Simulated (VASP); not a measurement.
# TiO2 in VASP: further runs

TiO2 is run at these levels: r2SCAN; tasks: single point.

Everything below comes from runs of VASP 6.6.1. Logs are shortened: lines on timing, memory, paths and dates and some standing lists are left out, and cuts for length are marked.

## (1) The cell of the first run

The typed cell holds 6 atoms: a = 3.778 Å, b = 3.778 Å, c = 5.486 Å, α = 110.14°, β = 110.14°, γ = 90.00°.

## (2) Single point, r2SCAN (atom 1 (Ti) moved -0.450 Å towards its neighbour atom 2 (Ti) at 3.051 Å)

The input, POSCAR:

```
TiO2
1.0
    2.6711600402     -2.6712510909     -0.0201684190
    2.6711600402      2.6712510909     -0.0201684190
   -2.6353413730      0.0000000000      4.8120473783
Ti O
2 4
Direct
    0.1618399502      0.9856506609      0.3237453055
    0.8750252533      0.1249747467      0.7500000000
    0.3322819419      0.0822483592      0.6645446501
    0.6677180581      0.9177516408      0.3354553499
    0.9177516408      0.6677180581      0.8354553499
    0.0822483592      0.3322819419      0.1645446501
```

The input, INCAR.step1:

```
PREC = Accurate
ENCUT = 520
ISMEAR = 0
SIGMA = 0.05
LREAL = False
LASPH = True
NELM = 80
NBANDS = 33
GGA = PE
ALGO = Normal
EDIFF = 1E-4
LWAVE = True
LCHARG = False
```

The input, INCAR.step2:

```
PREC = Accurate
ENCUT = 520
EDIFF = 1E-6
ISMEAR = 0
SIGMA = 0.05
LREAL = False
LASPH = True
NELM = 80
ALGO = Normal
ISIF = 2
LWAVE = False
LCHARG = True
METAGGA = R2SCAN
LMIXTAU = True
LELF = True
LVHAR = True
NBANDS = 33
ISTART = 1
```

The input, KPOINTS:

```
Automatic mesh
0
Gamma
  6 6 6
```

Potentials or basis: VASP PAW PBE potentials, release 64 (Ti_sv, O).

The run is started by

```sh
cat potpaw_PBE.64/Ti_sv/POTCAR potpaw_PBE.64/O/POTCAR > POTCAR
cp INCAR.step1 INCAR
mpirun -np 1 vasp_std > vasp.out
cp INCAR.step2 INCAR
mpirun -np 1 vasp_std > vasp.out
```

OUTCAR:

```text
PREC = Accurate
   ENCUT = 520
   EDIFF = 1E-6
   ISMEAR = 0
   LREAL = False
   LASPH = True
   NELM = 80
   ISIF = 2
   METAGGA = R2SCAN
   ISTART = 1

 ion  position               nearest neighbor table
   1  0.162  0.986  0.324-   3 1.66   6 1.78   4 1.91   4 1.91   6 2.30   5 2.36   2 2.80   2 2.80

   2  0.875  0.125  0.750-   3 1.93   5 1.93   5 1.93   3 1.93   6 1.99   4 1.99   1 2.80   1 2.80

   3  0.332  0.082  0.665-   1 1.66   2 1.93   2 1.93
   4  0.668  0.918  0.335-   1 1.91   1 1.91   2 1.99
   5  0.918  0.668  0.835-   2 1.93   2 1.93   1 2.36
   6  0.082  0.332  0.165-   1 1.78   2 1.99   1 2.30

  Warning from LATTYP: Got some problem with cell dimensions!
  Tried to take original basis but could not verify dimensions!
  LATTYP: Found a base centered monoclinic cell.
 ALAT       =     5.3424723586
 B/A-ratio  =     1.0000055823
 C/A-ratio  =     1.0268783488
 COS(beta)  =    -0.4868465916

  Lattice vectors:

 A1 = (  -2.6711600402,   2.6712510909,   0.0201684190)
 A2 = (  -2.6711600402,  -2.6712510909,   0.0201684190)
 A3 = (   2.7069787074,   0.0000000000,   4.7717105403)

Analysis of symmetry for initial positions (statically):
=====================================================================
 Subroutine PRICEL returns:
 Original cell was already a primitive cell.

 Routine SETGRP: Setting up the symmetry group for a
 base centered monoclinic supercell.

 Subroutine GETGRP returns: Found  1 space group operations
 (whereof  1 operations were pure point group operations)
 out of a pool of  4 trial point group operations.

The static configuration has the point symmetry C_1 .

Analysis of symmetry for dynamics (positions and initial velocities):
=====================================================================
 Subroutine PRICEL returns:
 Original cell was already a primitive cell.

 Routine SETGRP: Setting up the symmetry group for a
 base centered monoclinic supercell.

 Subroutine GETGRP returns: Found  1 space group operations
 (whereof  1 operations were pure point group operations)
 out of a pool of  4 trial point group operations.

The dynamic configuration has the point symmetry C_1 .

 Subroutine INISYM returns: Found  1 space group operations
 (whereof  1 operations are pure point group operations),
 and found     1 'primitive' translations

----------------------------------------------------------------------------------------

                                     Primitive cell

  volume of cell :      68.3872

  direct lattice vectors                    reciprocal lattice vectors
     2.671160040 -2.671251091 -0.020168419     0.187961819 -0.187178211  0.102938213
     2.671160040  2.671251091 -0.020168419     0.187961819  0.187178211  0.102938213
    -2.635341373  0.000000000  4.812047378     0.001575584  0.000000000  0.208674629

  length of vectors
     3.777708977  3.777708977  5.486421796     0.284537526  0.284537526  0.208680577

  position of ions in fractional coordinates (direct lattice)
     0.161839950  0.985650661  0.323745305
     0.875025253  0.124974747  0.750000000
     0.332281942  0.082248359  0.664544650
     0.667718058  0.917751641  0.335455350
     0.917751641  0.667718058  0.835455350
     0.082248359  0.332281942  0.164544650

  ion indices of the primitive-cell ions
   primitive index   ion index
                 1           1
                 2           2
                 3           3
                 4           4
                 5           5
                 6           6

----------------------------------------------------------------------------------------

 KPOINTS: Automatic mesh

Automatic generation of k-mesh.
 Grid dimensions read from file:
 generate k-points for:    6    6    6

 Generating k-lattice:

  Cartesian coordinates                     Fractional coordinates (reciprocal lattice)
     0.031326970 -0.031196368  0.017156369     0.166666667 -0.000000000  0.000000000
     0.031326970  0.031196368  0.017156369    -0.000000000  0.166666667  0.000000000
     0.000262597  0.000000000  0.034779105     0.000000000  0.000000000  0.166666667

  Length of vectors
     0.047422921  0.047422921  0.034780096

  Shift w.r.t. Gamma in fractional coordinates (k-lattice)
     0.000000000  0.000000000  0.000000000

 Subroutine IBZKPT returns following result:
 ===========================================

 Found    112 irreducible k-points:

 Following reciprocal coordinates:
            Coordinates               Weight
  0.000000  0.000000  0.000000      1.000000
  0.166667 -0.000000 -0.000000      2.000000
  0.000000 -0.166667  0.000000      2.000000
  0.333333 -0.000000 -0.000000      2.000000
  0.000000 -0.333333  0.000000      2.000000
  0.500000 -0.000000 -0.000000      1.000000
[... 16 lines left out ...]
  0.000000 -0.166667 -0.166667      2.000000
  0.333333 -0.000000  0.166667      2.000000
 [... further k-points ...]
   k-points           NKPTS =    112   k-points in BZ     NKDIM =    112   number of bands    NBANDS=     33
   number of dos      NEDOS =    301   number of ions     NIONS =      6
   total plane-waves  NPLWV =  32928
   dimension x,y,z NGX =    28 NGY =   28 NGZ =   42
   dimension x,y,z NGXF=    56 NGYF=   56 NGZF=   84
   ions per type =               2   4
   NGX,Y,Z   is equivalent  to a cutoff of  12.32, 12.32, 12.73 a.u.
   NGXF,Y,Z  is equivalent  to a cutoff of  24.64, 24.64, 25.45 a.u.
 SYSTEM =  unknown system
   PREC   = accura    normal or accurate (medium, high low for compatibility)
   ISTART =      1    job   : 0-new  1-cont  2-samecut
   ICHARG =      0    charge: 1-file 2-atom 10-const
   ISPIN  =      1    spin polarized calculation?
   LNONCOLLINEAR =      F non collinear calculations
   LSORBIT =      F    spin-orbit coupling
   LASPH  =      T    aspherical Exc in radial PAW
   ENCUT  =  520.0 eV  38.22 Ry    6.18 a.u.   7.02  7.02 10.20*2*pi/ulx,y,z
   NELM   =     80;   NELMIN=  2; NELMDL=  0     # of ELM steps
   EDIFF  = 0.1E-05   stopping-criterion for ELM
   LREAL  =      F    real-space projection
   EDIFFG = 0.1E-04   stopping-criterion for IOM
   NSW    =      0    number of steps for IOM
   IBRION =     -1    ionic relax: 0-MD 1-quasi-New 2-CG
   NFREE  =      0    steps in history (QN), initial steepest desc. (CG)
   ISIF   =      2    stress and relaxation
   ISYM   =      2    0-nonsym 1-usesym 2-fastsym
   POTIM  = 0.5000    time-step for ionic-motion
   TEBEG  =    0.0;   TEEND  =   0.0 temperature during run
   PSTRESS=    0.0 pullay stress
   NELECT =      48.0000    total number of electrons
   NUPDOWN=      -1.0000    fix difference up-down
   EMIN   =  10.00;   EMAX   =-10.00  energy-range for DOS
   EFERMI =   0.00;   METHOD = LEGACY
   ISMEAR =     0;   SIGMA  =   0.05  broadening in eV -4-tet -1-fermi 0-gaus
   EFERMI_NEDOS =   21; number of points for ismear=-14 and -15
   IALGO  =     38    algorithm
   IMIX   =      4    mixing-type and parameters
     AMIX     =   0.40;   BMIX     =  1.00
     AMIX_MAG =   1.60;   BMIX_MAG =  1.00
  volume/ion in A,a.u.               =      11.40        76.92
  Fermi-wavevector in a.u.,A,eV,Ry     =   1.454890  2.749344 28.799531  2.116706
  Thomas-Fermi vector in A             =   2.571988
   LORBIT       =      0    0 simple, 1 ext, 2 COOP (PROOUT), +10 PAW based schemes
   METAGGA = R2SCAN    functional components
   LHFCALC =     F    Hartree Fock is set to
   AEXX    =    0.0000 exact exchange contribution
   IVDW    =     0    specifies the selected vdW correction
   LEPSILON=     F    determine dielectric tensor
   LRPA    =     F    only Hartree local field effects (RPA)
 non-spin polarized calculation
 Gauss-broadening in eV      SIGMA  =   0.05
  energy-cutoff  :      520.00
  volume of cell :       68.39
 maximum number of plane-waves:      1858
   NGX = 15   NGY = 15   NGZ = 21

 number of electron      47.9999995 magnetization

 Free energy of the ion-electron system (eV)
  ---------------------------------------------------
  ext. energy  EPLUGINS =         0.00000000
  ---------------------------------------------------
  free energy    TOTEN  =       -68.24935426 eV

  energy without entropy =      -68.24935426  energy(sigma->0) =      -68.24935426

 E-fermi :   3.4072     XC(G=0): -11.4096

 val. band max:        3.0943204393   @ k =  -0.3333   0.3333   0.3333
 cond. band min:       5.6317974019   @ k =   0.0000   0.0000   0.0000
 fundamental gap:      2.5374769626
 Fermi energy:         3.4071552850

 k-point     1 :       0.0000    0.0000    0.0000
  band No.  band energies     occupation
      1     -55.5986      2.00000
      2     -55.0412      2.00000
      3     -31.0700      2.00000
      4     -30.9360      2.00000
      5     -30.6576      2.00000
      6     -30.5458      2.00000
[... 25 lines left out ...]
     32       9.0523      0.00000
     33       9.8394      0.00000

 k-point     2 :       0.1667   -0.0000   -0.0000
  band No.  band energies     occupation
      1     -55.5969      2.00000
      2     -55.0417      2.00000
      3     -31.1184      2.00000
      4     -30.9310      2.00000
      5     -30.6566      2.00000
      6     -30.5419      2.00000
[... 25 lines left out ...]
     32       9.2287      0.00000
     33      10.1862      0.00000

 k-point     3 :       0.0000   -0.1667    0.0000
  band No.  band energies     occupation
      1     -55.5979      2.00000
      2     -55.0408      2.00000
      3     -31.0668      2.00000
      4     -30.9353      2.00000
      5     -30.6811      2.00000
      6     -30.5488      2.00000
[... 25 lines left out ...]
     32       9.2520      0.00000
     33       9.8702      0.00000

 k-point     4 :       0.3333   -0.0000   -0.0000
  band No.  band energies     occupation
      1     -55.5933      2.00000
      2     -55.0426      2.00000
      3     -31.2054      2.00000
      4     -30.9257      2.00000
      5     -30.6546      2.00000
      6     -30.5412      2.00000
[... 673 lines left out ...]
     32       9.2449      0.00000
     33      10.1681      0.00000

 k-point    23 :       0.0000   -0.1667   -0.1667
  band No.  band energies     occupation
      1     -55.5974      2.00000
      2     -55.0414      2.00000
      3     -31.0383      2.00000
      4     -30.9364      2.00000
      5     -30.6832      2.00000
      6     -30.5795      2.00000
[... 25 lines left out ...]
     32       9.0460      0.00000
     33       9.8549      0.00000

 k-point    24 :       0.3333   -0.0000    0.1667
  band No.  band energies     occupation
      1     -55.5929      2.00000
      2     -55.0430      2.00000
      3     -31.1950      2.00000
      4     -30.9125      2.00000
      5     -30.6556      2.00000
      6     -30.5668      2.00000
[... 25 lines left out ...]
     32       9.7831      0.00000
     33      10.2338      0.00000

 [... further k-points ...]
[... 5 lines left out ...]
  --------------------------------------------------------------------------------------
  -------------------------------------------------------------------------------------
  Total        2.9241059      2.9578366     10.5524224     -4.8487338     -2.3091351     -2.2885937
  in kB       68.5060153     69.2962594    247.2223785   -113.5962404    -54.0984676    -53.6172222
  external PRESSURE =     128.3415511 kB  Pullay stress =       0.0000000 kB

 VOLUME and BASIS-vectors are now :
 -----------------------------------------------------------------------------
  energy-cutoff  :      520.00
  volume of cell :       68.39
      direct lattice vectors                 reciprocal lattice vectors
     2.671160040 -2.671251091 -0.020168419     0.187961819 -0.187178211  0.102938213
     2.671160040  2.671251091 -0.020168419     0.187961819  0.187178211  0.102938213
    -2.635341373  0.000000000  4.812047378     0.001575584  0.000000000  0.208674629

 POSITION                                       TOTAL-FORCE (eV/Angst)
 -----------------------------------------------------------------------------------
      2.21195      2.20061      1.53473        -1.048904     -0.977197     -9.645914
      0.69465     -2.00357      3.58887        -0.337205     -0.355429      2.629553
     -0.64403     -0.66790      3.18946        -0.155178     -0.200301      5.942885
      3.35100      0.66790      1.58225         0.106976      0.100565      0.921401
      2.03333     -0.66790      3.98827         0.124618      0.129722     -0.729361
      0.67365      0.66790      0.78344         1.309693      1.302641      0.881438
 -----------------------------------------------------------------------------------
    total drift:                                0.000552      0.002553     -0.002449

  FREE ENERGIE OF THE ION-ELECTRON SYSTEM (eV)
  ---------------------------------------------------
  free  energy   TOTEN  =       -68.2493542596 eV

  energy  without entropy=      -68.2493542596  energy(sigma->0) =      -68.24935426
```

Run time: 27 min. Hardware: 1 thread of Oxide Virtual Turin-like, shared host; peak memory 0.29 GiB.

Results:

```yaml
Free_energy: -68.2494 eV
Pressure: 12.8 GPa
Largest_force: 9.752 eV/Å
Band_gap_on_the_k_mesh: 2.54 eV, indirect (least direct gap 2.66 eV)
```

Forces on the atoms (eV/Å):
```
Ti  -1.049 -0.977 -9.646
Ti  -0.337 -0.355  2.630
O   -0.155 -0.200  5.943
O    0.107  0.101  0.921
O    0.125  0.130 -0.729
O    1.310  1.303  0.881
```

Stress tensor (GPa, compression positive):
```
  6.85 -11.36  -5.36
-11.36   6.93  -5.41
 -5.36  -5.41  24.72
```

Caveat: the cell differs from its parent crystal (atom 1 (Ti) moved -0.450 Å towards its neighbour atom 2 (Ti) at 3.051 Å); the PAW data sets were made with another functional, which shifts forces and pressure a little.

## (3) Single point, r2SCAN (atom 1 (Ti) moved +0.300 Å towards its neighbour atom 2 (Ti) at 3.051 Å)

POSCAR: that of step 2 with these lines changed.

```diff
@@ -8,3 +8,3 @@
 Direct
-    0.1618399502      0.9856506609      0.3237453055
+    0.1003979444      0.8012749816      0.2008364630
     0.8750252533      0.1249747467      0.7500000000
```

The input, INCAR.step1:

```
SYSTEM = TiO2
ALGO = Normal ; EDIFF = 1E-4
ENCUT = 520 ; GGA = PE
ISMEAR = 0 ; LASPH = .True.
LCHARG = .False. ; LREAL = .False.
LWAVE = .True. ; NBANDS = 33
NELM = 100 ; PREC = Accurate
SIGMA = 0.05
```

The input, INCAR.step2:

```
SYSTEM = TiO2
ALGO = Normal ; EDIFF = 1E-6
ENCUT = 520 ; ISIF = 2
ISMEAR = 0 ; ISTART = 1
LASPH = .True. ; LCHARG = .False.
LMIXTAU = .True. ; LREAL = .False.
LWAVE = .False. ; METAGGA = R2SCAN
NBANDS = 33 ; NELM = 100
PREC = Accurate ; SIGMA = 0.05
```

The input, KPOINTS:

```
k-points
0
Gamma
  6 6 6
  0 0 0
```

Potentials or basis: VASP PAW PBE potentials, release 64 (Ti_sv, O).

The run is started by

```sh
cat potpaw_PBE.64/Ti_sv/POTCAR potpaw_PBE.64/O/POTCAR > POTCAR
cp INCAR.step1 INCAR
mpirun -np 1 vasp_std > vasp.out
cp INCAR.step2 INCAR
mpirun -np 1 vasp_std > vasp.out
```

Wall time 23 min (1 thread of Oxide Virtual Turin-like, shared host); peak memory 0.29 GiB.

The run converged. Its results:

```
Free energy            : -69.0732 eV
Pressure               : 8.2 GPa
Largest force          : 6.502 eV/Å
Band gap on the k mesh : 2.58 eV, indirect (least direct gap 2.68 eV)
```

Forces in eV/Å, atoms in the order of the input:
```
Ti   2.105  2.061  5.796
Ti  -0.190 -0.167 -2.933
O   -0.053 -0.056  0.479
O   -0.174 -0.169 -0.667
O   -0.068 -0.052 -2.193
O   -1.620 -1.617 -0.482
```

Stress tensor (GPa, compression positive):
```
 6.70 17.52  1.70
17.52  6.68  1.53
 1.70  1.53 11.18
```

Levels at points of the mesh, in eV from the valence-band top:
```tsv
k point	band 20	band 21	band 22	band 23	band 24	band 25	band 26	band 27	band 28	band 29
(0.00, 0.00, 0.00)	-1.41	-0.98	-0.77	-0.67	-0.14	2.58	3.59	4.00	4.36	4.46
(0.50, 0.00, 0.00)	-1.74	-1.52	-1.37	-1.27	-0.74	3.62	3.81	3.99	4.22	4.61
(0.00, 0.50, 0.00)	-2.49	-1.72	-0.69	-0.58	-0.52	3.51	3.82	3.97	4.88	5.07
(0.50, 0.50, 0.00)	-3.17	-1.84	-1.39	-0.35	-0.10	3.55	3.95	4.09	4.85	5.20
(0.00, 0.00, 0.50)	-1.76	-1.37	-1.14	-0.42	0.00	2.69	3.43	4.20	4.32	4.36
(0.50, 0.00, 0.50)	-1.74	-1.52	-1.37	-1.27	-0.74	3.62	3.81	3.99	4.22	4.61
(0.00, 0.50, 0.50)	-2.54	-1.44	-0.80	-0.65	-0.52	3.57	3.68	4.15	4.56	5.15
(0.50, 0.50, 0.50)	-3.17	-1.84	-1.39	-0.35	-0.10	3.55	3.95	4.09	4.85	5.20
```

Caveat: the cell differs from its parent crystal (atom 1 (Ti) moved +0.300 Å towards its neighbour atom 2 (Ti) at 3.051 Å); the PAW data sets were made with another functional, which shifts forces and pressure a little.
